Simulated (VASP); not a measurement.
Runs of VASP 6.6.1 on Sc. The structure is that of space group P6_3/mmc (No. 194), or close to it. The cells are those of the table. 

```csv
cell,gap on the mesh (eV),pressure (GPa)
"a = 3.385, b = 3.385, c = 5.264 Å, angles 90.0, 90.0, 120.0°, 2 atoms",none,-2.8
"a = 3.187, b = 3.187, c = 4.929 Å, angles 90.0, 90.0, 120.0°, 2 atoms",none,8.6
"a = 3.424, b = 3.424, c = 5.338 Å, angles 90.0, 90.0, 120.0°, 2 atoms",none,-4.4
"a = 3.219, b = 3.219, c = 4.995 Å, angles 90.0, 90.0, 120.0°, 2 atoms",none,(b)
"a = 3.254, b = 3.254, c = 5.049 Å, angles 90.0, 90.0, 120.0°, 2 atoms",none,(a)
```

Alike in all rows: task single point; level PBE; potentials or basis VASP PAW PBE potentials, release 64 (Sc_sv); no spin polarisation; k mesh 15 × 15 × 8; cutoff (eV) 520; smearing gaussian 0.1 eV.

Estimate the missing entries.

(a) 3.8; (b) 6.0.

A gap of «none» marks levels without a gap at the run's occupations.
